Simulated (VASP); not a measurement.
**In5Sb: single point with PBE**

Crystal: In5Sb.

```
In Sb
1.0
     0.00000    4.44103    4.44103
     4.44103    0.00000    4.44103
     4.44103    4.44103    0.00000
In Sb
5 1
Cartesian
  4.4410 4.4410 4.4410
  7.6202 7.6202 7.6202
  5.7029 5.7029 7.6202
  5.7029 7.6202 5.7029
  7.6202 5.7029 5.7029
  2.2205 2.2205 2.2205
```

```json
{
 "Program": "VASP 6.6.1",
 "Task": "single point",
 "Functional": "PBE",
 "Potentials or basis": "VASP PAW PBE potentials, release 64 (In_d, Sb)",
 "Cutoff": "520 eV",
 "k mesh": "4 × 4 × 4",
 "Occupations": "gaussian, width 0.1 eV",
 "Spin": "no spin polarisation",
 "Dipole correction": "no",
 "Further INCAR settings": "ALGO = Normal; EDIFF = 1e-07; NBANDS = 44"
}
```

```yaml
Pressure: 4.8 GPa
Largest_force: 4.379 eV/Å
Band_gap_on_the_k_mesh: zero (band 35 reaches 6.96 eV, above the bottom of band 36 at 5.71 eV)
```

Forces in eV/Å, atoms in the order of the input:
```
In   0.000  0.000  0.000
In   2.528  2.528  2.528
In  -2.528 -2.528  2.528
In  -2.528  2.528 -2.528
In   2.528 -2.528 -2.528
Sb   0.000  0.000  0.000
```

Levels at points of the mesh, in eV from the Fermi level:
| k point | band 33 | band 34 | band 35 | band 36 | band 37 | band 38 |
| --- | --- | --- | --- | --- | --- | --- |
| (0.00, 0.00, 0.00) | -1.85 | -1.85 | -1.85 | -0.79 | -0.79 | -0.79 |
| (0.50, 0.00, 0.00) | -2.61 | -1.03 | 0.30 | 0.62 | 0.62 | 1.81 |
| (0.50, 0.50, 0.00) | -0.06 | -0.06 | 0.24 | 0.73 | 1.56 | 1.57 |

It took 54 s on 1 thread of Intel(R) Xeon(R) 6975P-C (Granite Rapids) (shared host), peak memory 0.33 GiB.

Caveat: spin-orbit coupling is left out, which moves the levels of the heavy elements; forces of over 1 eV/Å act on the atoms, so gaps and moduli don't describe the material at rest.
